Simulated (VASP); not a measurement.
WC:

```
W C
1.0
     0.00000    2.19268    2.19268
     2.19268    0.00000    2.19268
     2.19268    2.19268    0.00000
W C
1 1
Direct
  0.00000 0.00000 0.00000
  0.50000 0.50000 0.50000
```

| Item | Value |
| --- | --- |
| Program | VASP 6.6.1 |
| Task | relaxation of cell and atoms |
| Functional | PBEsol |
| Potentials or basis | VASP PAW PBE potentials, release 64 (W_sv, C) |
| Cutoff | 600 eV |
| k mesh | 10 × 10 × 10 |
| Occupations | fermi-dirac, width 0.05 eV |
| Spin | no spin polarisation |
| Hubbard terms | W d U = 1.0 eV |

At the start: pressure -7.5 GPa; volume 10.54 Å³/atom.

Problem. How do energy, volume and symmetry change on relaxing?

Solution. Over 3 steps the energy falls by 5.1 meV/atom and the volume is 10.33 Å³/atom (-2.0 %); space group Fm-3m (No. 225, to 0.05 Å).

Step by step:
| step | energy change (eV) | largest force (eV/Å) | pressure (GPa) | volume (Å³) |
| --- | --- | --- | --- | --- |
| 1 | 0.0000 | 0.0000 | -7.53 | 21.08 |
| 2 | 0.0603 | 0.0000 | 22.53 | 19.61 |
| 3 | -0.0102 | 0.0000 | -0.11 | 20.67 |

Final structure:
```
CELL_PARAMETERS angstrom
0.00000 2.17811 2.17811
2.17811 0.00000 2.17811
2.17811 2.17811 0.00000
ATOMIC_POSITIONS crystal
W 0.00000 0.00000 0.00000
C 0.50000 0.50000 0.50000
```

Caveat: the PAW data sets were made with another functional, which shifts forces and pressure a little; the U is typed as a test and isn't derived for this compound.
